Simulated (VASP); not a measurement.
# TiAl (P-6m2) in VASP: a series of runs

Runs on TiAl. Level: PBE0. Tasks: single point.

All numbers are computed with VASP 6.6.1; they aren't measurements. Logs are shortened: lines on timing, memory, paths and dates and some standing lists are left out, and cuts for length are marked.

## Step 1: The cell of the first run

Symmetry: P-6m2, No. 187, hexagonal system. Conventional cell: a = 2.809 Å, b = 2.809 Å, c = 4.583 Å, α = 90.00°, β = 90.00°, γ = 120.00°. Within 3.7 Å of Ti (site symmetry -6m2) lie 6 Al at 2.81 Å and 6 Ti at 2.81 Å. Within 3.7 Å of Al (site symmetry -6m2) lie 6 Ti at 2.81 Å and 6 Al at 2.81 Å.

## Step 2: Single point, PBE0

Input file POSCAR:

```
TiAl
1.0
    2.8087302532      0.0000000000      0.0000000000
   -1.4043651265      2.4324317516      0.0000000000
    0.0000000000      0.0000000000      4.5825851222
Ti Al
1 1
Direct
    0.0000000000      0.0000000000      0.0000000000
    0.3333333333      0.6666666667      0.5000000000
```

Input file INCAR.step1:

```
PREC     = Accurate       # precision mode
ENCUT    = 520            # plane-wave cutoff, eV
EDIFF    = 1E-5           # SCF threshold, eV
ISMEAR   = -1             # smearing method
SIGMA    = 0.05           # smearing width, eV
LREAL    = False          # projectors in reciprocal space
LASPH    = True           # aspherical terms in the spheres
NELM     = 80             # most SCF steps
ALGO     = Normal         # electronic algorithm
ISIF     = 2              # what is computed and relaxed
LWAVE    = True           # write WAVECAR
LCHARG   = False          # write CHGCAR
NBANDS   = 14             # bands
GGA      = PE             # functional
```

Input file INCAR.step2:

```
PREC     = Accurate       # precision mode
ENCUT    = 520            # plane-wave cutoff, eV
EDIFF    = 1E-7           # SCF threshold, eV
ISMEAR   = -1             # smearing method
SIGMA    = 0.05           # smearing width, eV
LREAL    = False          # projectors in reciprocal space
LASPH    = True           # aspherical terms in the spheres
NELM     = 80             # most SCF steps
ALGO     = Normal         # electronic algorithm
ISIF     = 2              # what is computed and relaxed
LWAVE    = False          # write WAVECAR
LCHARG   = False          # write CHGCAR
GGA      = PE             # functional
LHFCALC  = True           # exact exchange
AEXX     = 0.25           # exact-exchange fraction
PRECFOCK = Normal       
NBANDS   = 14             # bands
ISTART   = 1
```

Input file KPOINTS:

```
regular mesh
0
Gamma
  6 6 4
```

Potentials or basis: VASP PAW PBE potentials, release 64 (Ti_sv, Al).

Run with:

```sh
cat potpaw_PBE.64/Ti_sv/POTCAR potpaw_PBE.64/Al/POTCAR > POTCAR
cp INCAR.step1 INCAR
mpirun -np 1 vasp_std > vasp.out
cp INCAR.step2 INCAR
mpirun -np 1 vasp_std > vasp.out
```

OUTCAR:

```text
PREC = Accurate
   ENCUT = 520
   EDIFF = 1E-7
   ISMEAR = -1
   LREAL = False
   LASPH = True
   NELM = 80
   ISIF = 2
   GGA = PE
   LHFCALC = True
   AEXX = 0.25
   PRECFOCK = Normal
   ISTART = 1

 ion  position               nearest neighbor table
   1  0.000  0.000  0.000-   2 2.81   2 2.81   2 2.81   2 2.81   2 2.81   2 2.81
   2  0.333  0.667  0.500-   1 2.81   1 2.81   1 2.81   1 2.81   1 2.81   1 2.81

  LATTYP: Found a hexagonal cell.
 ALAT       =     2.8087302532
 C/A-ratio  =     1.6315504549

  Lattice vectors:

 A1 = (   2.8087302532,   0.0000000000,   0.0000000000)
 A2 = (  -1.4043651265,   2.4324317516,   0.0000000000)
 A3 = (   0.0000000000,   0.0000000000,   4.5825851222)

Analysis of symmetry for initial positions (statically):
=====================================================================
 Subroutine PRICEL returns:
 Original cell was already a primitive cell.

 Routine SETGRP: Setting up the symmetry group for a
 hexagonal supercell.

 Subroutine GETGRP returns: Found 12 space group operations
 (whereof 12 operations were pure point group operations)
 out of a pool of 24 trial point group operations.

The static configuration has the point symmetry D_3h.

Analysis of symmetry for dynamics (positions and initial velocities):
=====================================================================
 Subroutine PRICEL returns:
 Original cell was already a primitive cell.

 Routine SETGRP: Setting up the symmetry group for a
 hexagonal supercell.

 Subroutine GETGRP returns: Found 12 space group operations
 (whereof 12 operations were pure point group operations)
 out of a pool of 24 trial point group operations.

The dynamic configuration has the point symmetry D_3h.

 Subroutine INISYM returns: Found 12 space group operations
 (whereof 12 operations are pure point group operations),
 and found     1 'primitive' translations

----------------------------------------------------------------------------------------

                                     Primitive cell

  volume of cell :      31.3084

  direct lattice vectors                    reciprocal lattice vectors
     2.808730253  0.000000000  0.000000000     0.356032766  0.205555613  0.000000000
    -1.404365126  2.432431752  0.000000000     0.000000000  0.411111226  0.000000000
     0.000000000  0.000000000  4.582585122     0.000000000  0.000000000  0.218217441

  length of vectors
     2.808730253  2.808730253  4.582585122     0.411111226  0.411111226  0.218217441

  position of ions in fractional coordinates (direct lattice)
     0.000000000  0.000000000  0.000000000
     0.333333333  0.666666667  0.500000000

  ion indices of the primitive-cell ions
   primitive index   ion index
                 1           1
                 2           2

----------------------------------------------------------------------------------------

 KPOINTS: regular mesh

Automatic generation of k-mesh.
 Grid dimensions read from file:
 generate k-points for:    6    6    4

 Generating k-lattice:

  Cartesian coordinates                     Fractional coordinates (reciprocal lattice)
     0.059338794  0.034259269  0.000000000     0.166666667 -0.000000000  0.000000000
     0.000000000  0.068518538  0.000000000     0.000000000  0.166666667  0.000000000
     0.000000000  0.000000000  0.054554360     0.000000000  0.000000000  0.250000000

  Length of vectors
     0.068518538  0.068518538  0.054554360

  Shift w.r.t. Gamma in fractional coordinates (k-lattice)
     0.000000000  0.000000000  0.000000000

 Subroutine IBZKPT returns following result:
 ===========================================

 Found     21 irreducible k-points:

 Following reciprocal coordinates:
            Coordinates               Weight
  0.000000  0.000000  0.000000      1.000000
  0.166667  0.000000  0.000000      6.000000
  0.333333  0.000000  0.000000      6.000000
  0.500000 -0.000000  0.000000      3.000000
  0.166667  0.166667  0.000000      6.000000
  0.333333  0.166667  0.000000     12.000000
[... 13 lines left out ...]
  0.333333  0.166667  0.500000     12.000000
  0.333333  0.333333  0.500000      2.000000
   k-points           NKPTS =     21   k-points in BZ     NKDIM =    144   number of bands    NBANDS=     14
   number of dos      NEDOS =    301   number of ions     NIONS =      2
   total plane-waves  NPLWV =  20736
   dimension x,y,z NGX =    24 NGY =   24 NGZ =   36
   dimension x,y,z NGXF=    48 NGYF=   48 NGZF=   72
   ions per type =               1   1
   NGX,Y,Z   is equivalent  to a cutoff of  14.21, 14.21, 13.06 a.u.
   NGXF,Y,Z  is equivalent  to a cutoff of  28.41, 28.41, 26.12 a.u.
 SYSTEM =  unknown system
   PREC   = accura    normal or accurate (medium, high low for compatibility)
   ISTART =      1    job   : 0-new  1-cont  2-samecut
   ICHARG =      0    charge: 1-file 2-atom 10-const
   ISPIN  =      1    spin polarized calculation?
   LNONCOLLINEAR =      F non collinear calculations
   LSORBIT =      F    spin-orbit coupling
   LASPH  =      T    aspherical Exc in radial PAW
   ENCUT  =  520.0 eV  38.22 Ry    6.18 a.u.   5.22  5.22  8.52*2*pi/ulx,y,z
   NELM   =     80;   NELMIN=  2; NELMDL=  0     # of ELM steps
   EDIFF  = 0.1E-06   stopping-criterion for ELM
   LREAL  =      F    real-space projection
   EDIFFG = 0.1E-05   stopping-criterion for IOM
   NSW    =      0    number of steps for IOM
   IBRION =     -1    ionic relax: 0-MD 1-quasi-New 2-CG
   NFREE  =      0    steps in history (QN), initial steepest desc. (CG)
   ISIF   =      2    stress and relaxation
   ISYM   =      3    0-nonsym 1-usesym 2-fastsym
   POTIM  = 0.5000    time-step for ionic-motion
   TEBEG  =    0.0;   TEEND  =   0.0 temperature during run
   PSTRESS=    0.0 pullay stress
   NELECT =      15.0000    total number of electrons
   NUPDOWN=      -1.0000    fix difference up-down
   EMIN   =  10.00;   EMAX   =-10.00  energy-range for DOS
   EFERMI =   0.00;   METHOD = LEGACY
   ISMEAR =    -1;   SIGMA  =   0.05  broadening in eV -4-tet -1-fermi 0-gaus
   EFERMI_NEDOS =   21; number of points for ismear=-14 and -15
   IALGO  =     38    algorithm
   IMIX   =      1    mixing-type and parameters
     AMIX     =   0.40;   BMIX     =  1.00
     AMIX_MAG =   1.60;   BMIX_MAG =  1.00
  volume/ion in A,a.u.               =      15.65       105.64
  Fermi-wavevector in a.u.,A,eV,Ry     =   1.281007  2.420752 22.326874  1.640979
  Thomas-Fermi vector in A             =   2.413402
   LORBIT       =      0    0 simple, 1 ext, 2 COOP (PROOUT), +10 PAW based schemes
   GGA     = PE    functional components
   LHFCALC =     T    Hartree Fock is set to
   PRECFOCK=normal    Normal, Fast or Accurate (Low or Medium for compatibility)
   ENCUT4O =  -1.0   cutoff for four orbital integrals eV
   NKREDX  =     1    reduce k-point grid by
   NKREDY  =     1    reduce k-point grid by
   NKREDZ  =     1    reduce k-point grid by
   AEXX    =    0.2500 exact exchange contribution
   HFSCREEN=    0.0000 screening length (either q_TF or 0.3 A-1)
   HFSCREENC=   0.0000 screening length for correlation (either q_TF or 0.3 A-1)
   ENCUTFOCK=  -1.0 apply spherical cutoff to Coloumb kernel
   IVDW    =     0    specifies the selected vdW correction
   LEPSILON=     F    determine dielectric tensor
   LRPA    =     F    only Hartree local field effects (RPA)
 non-spin polarized calculation
  energy-cutoff  :      520.00
  volume of cell :       31.31
 maximum number of plane-waves:       852
 NGX is ok and might be reduce to    24
  NGX = 16; NGY = 16; NGZ = 28

 number of electron      15.0000004 magnetization

 Free energy of the ion-electron system (eV)
  ---------------------------------------------------
  ext. energy  EPLUGINS =         0.00000000
  ---------------------------------------------------
  free energy    TOTEN  =       -15.46355537 eV

  energy without entropy =      -15.46153551  energy(sigma->0) =      -15.46254544

 E-fermi :   8.3332     XC(G=0):  -8.8135

 val. band max:        8.2519894246   @ k =   0.3333   0.0000   0.5000
 cond. band min:       8.6831148982   @ k =   0.3333   0.3333   0.2500
 fundamental gap:      0.4311254736
 Fermi energy:         8.3332428141

 k-point     1 :       0.0000    0.0000    0.0000
  band No.  band energies     occupation
      1     -53.2995      2.00000
      2     -27.9206      2.00000
      3     -27.4871      2.00000
      4     -27.4871      2.00000
      5      -2.5796      2.00000
      6       4.8809      2.00000
      7       5.6270      2.00000
      8      10.8169      0.00000
      9      10.8169      0.00000
     10      12.7669      0.00000
     11      12.7669      0.00000
     12      13.7278      0.00000
     13      23.4136      0.00000
     14      23.4136      0.00000

 k-point     2 :       0.1667    0.0000    0.0000
  band No.  band energies     occupation
      1     -53.2673      2.00000
      2     -27.8835      2.00000
      3     -27.6858      2.00000
      4     -27.5292      2.00000
      5      -1.7716      2.00000
      6       5.7465      2.00000
      7       5.7489      2.00000
      8       9.9674      0.00000
      9      11.4361      0.00000
     10      12.5453      0.00000
     11      12.8463      0.00000
     12      13.8966      0.00000
     13      18.0850      0.00000
     14      20.8182      0.00000

 k-point     3 :       0.3333    0.0000    0.0000
  band No.  band energies     occupation
      1     -53.2024      2.00000
      2     -28.0670      2.00000
      3     -27.8073      2.00000
      4     -27.6133      2.00000
      5       0.5404      2.00000
      6       5.9888      2.00000
      7       6.6573      2.00000
      8       8.0418      1.99413
      9      12.1322      0.00000
     10      12.9428      0.00000
     11      13.2274      0.00000
     12      13.3722      0.00000
     13      14.8548      0.00000
     14      18.8117      0.00000
[... 273 lines left out ...]
 k-point    20 :       0.3333    0.1667    0.5000
  band No.  band energies     occupation
      1     -53.1695      2.00000
      2     -28.1541      2.00000
      3     -27.7783      2.00000
      4     -27.7586      2.00000
      5       3.0856      2.00000
      6       6.0607      2.00000
      7       6.8991      2.00000
      8       7.8157      1.99994
      9      10.2390      0.00000
     10      10.3156      0.00000
     11      13.3220      0.00000
     12      14.1283      0.00000
     13      16.1149      0.00000
     14      17.2074      0.00000

 k-point    21 :       0.3333    0.3333    0.5000
  band No.  band energies     occupation
      1     -53.1532      2.00000
      2     -28.0239      2.00000
      3     -28.0084      2.00000
      4     -27.7595      2.00000
      5       5.7840      2.00000
      6       5.9085      2.00000
      7       6.9896      2.00000
      8       7.2551      2.00000
      9       7.9515      1.99903
     10      10.5308      0.00000
     11      13.1617      0.00000
     12      14.7102      0.00000
     13      15.4577      0.00000
     14      16.0727      0.00000

------------------------ aborting loop because EDIFF is reached ----------------------------------------

  FORCE on cell =-STRESS in cart. coord.  units (eV):
  Direction    XX          YY          ZZ          XY          YZ          ZX
  --------------------------------------------------------------------------------------
  -------------------------------------------------------------------------------------
  Total        1.2124552      1.2124552      0.9975512      0.0000000     -0.0000000     -0.0000000
  in kB       62.0461802     62.0461802     51.0486823      0.0000000     -0.0000000     -0.0000000
  external PRESSURE =      58.3803476 kB  Pullay stress =       0.0000000 kB

 VOLUME and BASIS-vectors are now :
 -----------------------------------------------------------------------------
  energy-cutoff  :      520.00
  volume of cell :       31.31
      direct lattice vectors                 reciprocal lattice vectors
     2.808730253  0.000000000  0.000000000     0.356032766  0.205555613  0.000000000
    -1.404365126  2.432431752  0.000000000     0.000000000  0.411111226  0.000000000
     0.000000000  0.000000000  4.582585122     0.000000000  0.000000000  0.218217441

 POSITION                                       TOTAL-FORCE (eV/Angst)
 -----------------------------------------------------------------------------------
      0.00000      0.00000      0.00000        -0.000000      0.000000      0.000000
     -0.00000      1.62162      2.29129         0.000000      0.000000      0.000000
 -----------------------------------------------------------------------------------
    total drift:                                0.000000     -0.000000     -0.000002

  FREE ENERGIE OF THE ION-ELECTRON SYSTEM (eV)
  ---------------------------------------------------
  free  energy   TOTEN  =       -15.4635553706 eV

  energy  without entropy=      -15.4615355061  energy(sigma->0) =      -15.46254544
```

Run time: 25 min. Hardware: 1 thread of Intel Xeon Platinum 8124M at 3.00GHz (Skylake/Cascade Lake), shared host; peak memory 0.17 GiB.

What came out:

```yaml
Free_energy: -15.4636 eV
Pressure: 5.8 GPa
Band_gap_on_the_k_mesh: zero (an odd number of electrons rules out a gap without spin polarisation)
```

Caveat: the k points lie up to 0.43 Å⁻¹ apart, too coarse for converged energies and pressures of a metal; the PAW data sets were made with another functional, which shifts forces and pressure a little.

[end of part 1 of 2]

The gap in the log of VASP goes by the Fermi energy; the results here count the filled bands.